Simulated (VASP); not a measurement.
# Zn (P6_3/mmc) in VASP: notebook

Zn is run at these levels: r2SCAN; tasks: single point.

Everything below comes from runs of VASP 6.6.1. Logs are shortened: lines on timing, memory, paths and dates and some standing lists are left out, and cuts for length are marked.

## (1) The cell of the first run

It takes space group P6_3/mmc (No. 194, hexagonal). Conventional cell: a = 2.619 Å, b = 2.619 Å, c = 4.839 Å, α = 90.00°, β = 90.00°, γ = 120.00°. Zn (site symmetry -6m2) has 12 Zn at 2.62 to 2.85 Å within 3.5 Å.

## (2) Single point, r2SCAN

The input, POSCAR:

```
Zn
1.0
    2.6187260239      0.0000000000      0.0000000000
   -1.3093630120      2.2678832623      0.0000000000
    0.0000000000      0.0000000000      4.8388982407
Zn
2
Direct
    0.3333333333      0.6666666667      0.2500000000
    0.6666666667      0.3333333333      0.7500000000
```

The input, INCAR.step1:

```
SYSTEM = Zn
PREC = Accurate
ENCUT = 520
ISMEAR = -1
SIGMA = 0.1
LREAL = .FALSE.
LASPH = .TRUE.
NELM = 80
NBANDS = 19
GGA = PE
ALGO = Normal
EDIFF = 1E-4
LWAVE = .TRUE.
LCHARG = .FALSE.
```

The input, INCAR.step2:

```
SYSTEM = Zn
PREC = Accurate
ENCUT = 520
EDIFF = 1E-6
ISMEAR = -1
SIGMA = 0.1
LREAL = .FALSE.
LASPH = .TRUE.
NELM = 80
ALGO = Normal
ISIF = 2
LWAVE = .FALSE.
LCHARG = .FALSE.
METAGGA = R2SCAN
LMIXTAU = .TRUE.
NBANDS = 19
ISTART = 1
```

The input, KPOINTS:

```
regular mesh
0
G
  23 23 11
  0 0 0
```

Potentials or basis: VASP PAW PBE potentials, release 64 (Zn).

The run is started by

```
$ cat potpaw_PBE.64/Zn/POTCAR > POTCAR
$ cp INCAR.step1 INCAR
$ mpirun -np 1 vasp_std > vasp.out
$ cp INCAR.step2 INCAR
$ mpirun -np 1 vasp_std > vasp.out
```

OUTCAR:

```text
SYSTEM = Zn
   PREC = Accurate
   ENCUT = 520
   EDIFF = 1E-6
   ISMEAR = -1
   LREAL = .FALSE.
   LASPH = .TRUE.
   NELM = 80
   ISIF = 2
   METAGGA = R2SCAN
   ISTART = 1

 ion  position               nearest neighbor table
   1  0.333  0.667  0.250-   2 2.85   2 2.85   2 2.85   2 2.85   2 2.85   2 2.85
   2  0.667  0.333  0.750-   1 2.85   1 2.85   1 2.85   1 2.85   1 2.85   1 2.85

  LATTYP: Found a hexagonal cell.
 ALAT       =     2.6187260239
 C/A-ratio  =     1.8478062220

  Lattice vectors:

 A1 = (   2.6187260239,   0.0000000000,   0.0000000000)
 A2 = (  -1.3093630120,   2.2678832623,   0.0000000000)
 A3 = (   0.0000000000,   0.0000000000,   4.8388982407)

Analysis of symmetry for initial positions (statically):
=====================================================================
 Subroutine PRICEL returns:
 Original cell was already a primitive cell.

 Routine SETGRP: Setting up the symmetry group for a
 hexagonal supercell.

 Subroutine GETGRP returns: Found 24 space group operations
 (whereof 12 operations were pure point group operations)
 out of a pool of 24 trial point group operations.

The static configuration has the point symmetry D_3d.
 The point group associated with its full space group is D_6h.

Analysis of symmetry for dynamics (positions and initial velocities):
=====================================================================
 Subroutine PRICEL returns:
 Original cell was already a primitive cell.

 Routine SETGRP: Setting up the symmetry group for a
 hexagonal supercell.

 Subroutine GETGRP returns: Found 24 space group operations
 (whereof 12 operations were pure point group operations)
 out of a pool of 24 trial point group operations.

The dynamic configuration has the point symmetry D_3d.
 The point group associated with its full space group is D_6h.

 Subroutine INISYM returns: Found 24 space group operations
 (whereof 12 operations are pure point group operations),
 and found     1 'primitive' translations

----------------------------------------------------------------------------------------

                                     Primitive cell

  volume of cell :      28.7380

  direct lattice vectors                    reciprocal lattice vectors
     2.618726024  0.000000000  0.000000000     0.381865071  0.220469902  0.000000000
    -1.309363012  2.267883262  0.000000000     0.000000000  0.440939803  0.000000000
[... 83 lines left out ...]
   ENCUT  =  520.0 eV  38.22 Ry    6.18 a.u.   4.87  4.87  9.00*2*pi/ulx,y,z
   NELM   =     80;   NELMIN=  2; NELMDL=  0     # of ELM steps
   EDIFF  = 0.1E-05   stopping-criterion for ELM
   LREAL  =      F    real-space projection
   EDIFFG = 0.1E-04   stopping-criterion for IOM
   NSW    =      0    number of steps for IOM
   IBRION =     -1    ionic relax: 0-MD 1-quasi-New 2-CG
   NFREE  =      0    steps in history (QN), initial steepest desc. (CG)
   ISIF   =      2    stress and relaxation
   ISYM   =      2    0-nonsym 1-usesym 2-fastsym
   POTIM  = 0.5000    time-step for ionic-motion
   TEBEG  =    0.0;   TEEND  =   0.0 temperature during run
   PSTRESS=    0.0 pullay stress
   NELECT =      24.0000    total number of electrons
   NUPDOWN=      -1.0000    fix difference up-down
   EMIN   =  10.00;   EMAX   =-10.00  energy-range for DOS
   EFERMI =   0.00;   METHOD = LEGACY
   ISMEAR =    -1;   SIGMA  =   0.10  broadening in eV -4-tet -1-fermi 0-gaus
   EFERMI_NEDOS =   21; number of points for ismear=-14 and -15
   IALGO  =     38    algorithm
   IMIX   =      4    mixing-type and parameters
     AMIX     =   0.40;   BMIX     =  1.00
     AMIX_MAG =   1.60;   BMIX_MAG =  1.00
  volume/ion in A,a.u.               =      14.37        96.97
  Fermi-wavevector in a.u.,A,eV,Ry     =   1.541675  2.913343 32.337807  2.376762
  Thomas-Fermi vector in A             =   2.647587
   LORBIT       =      0    0 simple, 1 ext, 2 COOP (PROOUT), +10 PAW based schemes
   METAGGA = R2SCAN    functional components
   LHFCALC =     F    Hartree Fock is set to
   AEXX    =    0.0000 exact exchange contribution
   IVDW    =     0    specifies the selected vdW correction
   LEPSILON=     F    determine dielectric tensor
   LRPA    =     F    only Hartree local field effects (RPA)
 non-spin polarized calculation
  energy-cutoff  :      520.00
  volume of cell :       28.74
 maximum number of plane-waves:       793
 NGX is ok and might be reduce to    20
   NGX =  9   NGY =  9   NGZ = 17

 number of electron      24.0000039 magnetization

 Free energy of the ion-electron system (eV)
  ---------------------------------------------------
  ext. energy  EPLUGINS =         0.00000000
  ---------------------------------------------------
  free energy    TOTEN  =       -17.80355676 eV

  energy without entropy =      -17.78997859  energy(sigma->0) =      -17.79676767

 E-fermi :   3.3986     XC(G=0): -12.9819

 val. band max:        3.3876815451   @ k =   0.3913   0.0000   0.0000
 cond. band min:       3.4118614156   @ k =   0.1304   0.0435   0.1818
 fundamental gap:      0.0241798705
 Fermi energy:         3.3986024867

 k-point     1 :       0.0000    0.0000    0.0000
  band No.  band energies     occupation
      1      -7.9485      2.00000
      2      -5.8365      2.00000
      3      -5.0058      2.00000
      4      -4.7471      2.00000
      5      -4.7470      2.00000
      6      -4.6883      2.00000
[... 505 lines left out ...]
      6      -4.5688      2.00000
[... 11 lines left out ...]
     18      22.8184      0.00000
     19      23.4956      0.00000

 [... further k-points ...]

------------------------ aborting loop because EDIFF is reached ----------------------------------------

  FORCE on cell =-STRESS in cart. coord.  units (eV):
  Direction    XX          YY          ZZ          XY          YZ          ZX
  --------------------------------------------------------------------------------------
  -------------------------------------------------------------------------------------
  Total        0.0959489      0.0959489      0.0931111     -0.0000000     -0.0000000      0.0000000
  in kB        5.3492534      5.3492534      5.1910435     -0.0000000     -0.0000000      0.0000000
  external PRESSURE =       5.2965168 kB  Pullay stress =       0.0000000 kB

 VOLUME and BASIS-vectors are now :
 -----------------------------------------------------------------------------
  energy-cutoff  :      520.00
  volume of cell :       28.74
      direct lattice vectors                 reciprocal lattice vectors
     2.618726024  0.000000000  0.000000000     0.381865071  0.220469902  0.000000000
    -1.309363012  2.267883262  0.000000000     0.000000000  0.440939803  0.000000000
     0.000000000  0.000000000  4.838898241     0.000000000  0.000000000  0.206658613

 POSITION                                       TOTAL-FORCE (eV/Angst)
 -----------------------------------------------------------------------------------
     -0.00000      1.51192      1.20972         0.000000      0.000000      0.000000
      1.30936      0.75596      3.62917        -0.000000     -0.000000      0.000000
 -----------------------------------------------------------------------------------
    total drift:                               -0.000000      0.000000      0.000000

  FREE ENERGIE OF THE ION-ELECTRON SYSTEM (eV)
  ---------------------------------------------------
  free  energy   TOTEN  =       -17.8035567581 eV

  energy  without entropy=      -17.7899785912  energy(sigma->0) =      -17.79676767
```

Wall time 6 min (1 thread of Intel Xeon 6975P-C, shared host); peak memory 0.26 GiB.

Results:

| Quantity | Value |
| --- | --- |
| Free energy | -17.8036 eV |
| Pressure | 0.5 GPa |
| Band gap on the k mesh | zero (band 12 reaches 5.09 eV, above the bottom of band 13 at 0.38 eV) |

Caveat: the PAW data sets were made with another functional, which shifts forces and pressure a little.

## (3) Single point, r2SCAN (volume scaled by 1.04)

The input, POSCAR:

```
Zn
1.0
    2.6531868972      0.0000000000      0.0000000000
   -1.3265934486      2.2977272539      0.0000000000
    0.0000000000      0.0000000000      4.9025752567
Zn
2
Direct
    0.3333333333      0.6666666667      0.2500000000
    0.6666666667      0.3333333333      0.7500000000
```

The input, INCAR.step1:

```
PREC = Accurate
ENCUT = 520
ISMEAR = -1
SIGMA = 0.1
LREAL = F
LASPH = T
NELM = 80
NBANDS = 19
GGA = PE
ALGO = Normal
EDIFF = 1E-4
LWAVE = T
LCHARG = F
```

The input, INCAR.step2:

```
PREC = Accurate
ENCUT = 520
EDIFF = 1E-6
ISMEAR = -1
SIGMA = 0.1
LREAL = F
LASPH = T
NELM = 80
ALGO = Normal
ISIF = 2
LWAVE = F
LCHARG = T
METAGGA = R2SCAN
LMIXTAU = T
LELF = T
LVHAR = T
NBANDS = 19
ISTART = 1
```

The input, KPOINTS:

```
regular mesh
0
Gamma
  23 23 11
```

Potentials or basis: VASP PAW PBE potentials, release 64 (Zn).

The run is started by

```
$ cat potpaw_PBE.64/Zn/POTCAR > POTCAR
$ cp INCAR.step1 INCAR
$ mpirun -np 1 vasp_std > vasp.out
$ cp INCAR.step2 INCAR
$ mpirun -np 1 vasp_std > vasp.out
```

Wall time 6.2 min (1 thread of Intel Xeon 6975P-C, shared host); peak memory 0.27 GiB.

Results (log left out):

* Free energy: -17.7937 eV
* Pressure: -2.9 GPa
* Band gap on the k mesh: zero (band 12 reaches 4.77 eV, above the bottom of band 13 at 0.05 eV)

Stress tensor (GPa, compression positive):
```
-3.37  0.00  0.00
 0.00 -3.37  0.00
 0.00  0.00 -1.83
```

Levels at points of the mesh, in eV from the Fermi level:
```
           k point  band 10  band 11  band 12  band 13  band 14  band 15
(0.00, 0.00, 0.00)    -7.44    -7.44    -3.88    -3.07    14.69    18.21
```

Caveat: the PAW data sets were made with another functional, which shifts forces and pressure a little.

## (4) Single point, r2SCAN (volume scaled by 1.08)

The input, POSCAR:

```
Zn
1.0
    2.6867751071      0.0000000000      0.0000000000
   -1.3433875536      2.3268154970      0.0000000000
    0.0000000000      0.0000000000      4.9646397600
Zn
2
Direct
    0.3333333333      0.6666666667      0.2500000000
    0.6666666667      0.3333333333      0.7500000000
```

The input, INCAR.step1:

```
SYSTEM = Zn
PREC = Accurate ; ENCUT = 520
ISMEAR = -1 ; SIGMA = 0.1
LREAL = .FALSE. ; LASPH = .TRUE.
NELM = 100 ; NBANDS = 19
GGA = PE ; ALGO = Normal
EDIFF = 1E-4 ; LWAVE = .TRUE.
LCHARG = .FALSE.
```

The input, INCAR.step2:

```
SYSTEM = Zn
PREC = Accurate ; ENCUT = 520
EDIFF = 1E-6 ; ISMEAR = -1
SIGMA = 0.1 ; LREAL = .FALSE.
LASPH = .TRUE. ; NELM = 100
ALGO = Normal ; ISIF = 2
LWAVE = .FALSE. ; LCHARG = .FALSE.
METAGGA = R2SCAN ; LMIXTAU = .TRUE.
NBANDS = 19 ; ISTART = 1
```

The input, KPOINTS:

```
regular mesh
0
G
  23 23 11
  0 0 0
```

The run is started by

```
$ cat potpaw_PBE.64/Zn/POTCAR > POTCAR
$ cp INCAR.step1 INCAR
$ mpirun -np 1 vasp_std > vasp.out
$ cp INCAR.step2 INCAR
$ mpirun -np 1 vasp_std > vasp.out
```

It took 6.7 min on 1 thread of Intel Xeon 6975P-C, shared host; peak memory 0.28 GiB.

It converged, with:

- Free energy: -17.7617 eV
- Pressure: -5.5 GPa
- Band gap on the k mesh: zero (band 12 reaches 4.48 eV, above the bottom of band 13 at -0.25 eV)

Stress tensor (GPa, compression positive):
```
-6.39  0.00  0.00
 0.00 -6.39  0.00
 0.00  0.00 -3.70
```

Levels at points of the mesh, in eV from the Fermi level:
```tsv
k point	band 9	band 10	band 11	band 12	band 13	band 14	band 15	band 16
(0.00, 0.00, 0.00)	-7.60	-7.40	-7.40	-3.69	-3.12	14.32	17.80	18.03
```

Caveat: the PAW data sets were made with another functional, which shifts forces and pressure a little.

## (5) Single point, r2SCAN (volume scaled by 1.12)

The input, POSCAR:

```
Zn
1.0
    2.7195438867      0.0000000000      0.0000000000
   -1.3597719434      2.3551940926      0.0000000000
    0.0000000000      0.0000000000      5.0251901148
Zn
2
Direct
    0.3333333333      0.6666666667      0.2500000000
    0.6666666667      0.3333333333      0.7500000000
```

Edit INCAR.step1 of step 4 so:

```diff
@@ -4,3 +4,3 @@
 LREAL = .FALSE. ; LASPH = .TRUE.
-NELM = 100 ; NBANDS = 19
+NELM = 60 ; NBANDS = 19
 GGA = PE ; ALGO = Normal
```

The input, INCAR.step2:

```
SYSTEM = Zn
PREC = Accurate ; ENCUT = 520
EDIFF = 1E-7 ; ISMEAR = -1
SIGMA = 0.1 ; LREAL = .FALSE.
LASPH = .TRUE. ; NELM = 60
ALGO = Normal ; ISIF = 2
LWAVE = .FALSE. ; LCHARG = .FALSE.
METAGGA = R2SCAN ; LMIXTAU = .TRUE.
NBANDS = 19 ; ISTART = 1
```

The input, KPOINTS:

```
Automatic mesh
0
G
  23 23 11
  0 0 0
```

The run is started by

```
$ cat potpaw_PBE.64/Zn/POTCAR > POTCAR
$ cp INCAR.step1 INCAR
$ mpirun -np 1 vasp_std > vasp.out
$ cp INCAR.step2 INCAR
$ mpirun -np 1 vasp_std > vasp.out
```

It took 7.8 min on 1 thread of Intel Xeon 6975P-C, shared host; peak memory 0.28 GiB.

The run converged. Its results:

```
Free energy            : -17.7142 eV
Pressure               : -7.4 GPa
Band gap on the k mesh : zero (band 12 reaches 4.20 eV, above the bottom of band 13 at -0.53 eV)
```

Stress tensor (GPa, compression positive):
```
-8.64  0.00  0.00
 0.00 -8.64  0.00
 0.00  0.00 -4.99
```

Levels at points of the mesh, in eV from the Fermi level:
| k point | band 8 | band 9 | band 10 | band 11 | band 12 | band 13 | band 14 | band 15 | band 16 | band 17 |
| --- | --- | --- | --- | --- | --- | --- | --- | --- | --- | --- |
| (0.00, 0.00, 0.00) | -7.55 | -7.55 | -7.36 | -7.36 | -3.51 | -3.15 | 13.97 | 17.42 | 17.54 | 17.54 |

Caveat: the PAW data sets were made with another functional, which shifts forces and pressure a little.

## (6) The runs side by side

| cell | gap on the mesh (eV) | pressure (GPa) |
| --- | --- | --- |
| a = 2.619, b = 2.619, c = 4.839 Å, angles 90.0, 90.0, 120.0°, 2 atoms | none | 0.5 |
| a = 2.653, b = 2.653, c = 4.903 Å, angles 90.0, 90.0, 120.0°, 2 atoms | none | -2.9 |
| a = 2.687, b = 2.687, c = 4.965 Å, angles 90.0, 90.0, 120.0°, 2 atoms | none | -5.5 |
| a = 2.720, b = 2.720, c = 5.025 Å, angles 90.0, 90.0, 120.0°, 2 atoms | none | -7.4 |

Alike in all rows: task single point; level r2SCAN; potentials or basis VASP PAW PBE potentials, release 64 (Zn); no spin polarisation; k mesh 23 × 23 × 11; cutoff (eV) 520; smearing fermi-dirac 0.1 eV.

Caveats: the PAW data sets were made with another functional, which shifts forces and pressure a little.

Absolute energies hang on the potentials; compare differences alone.
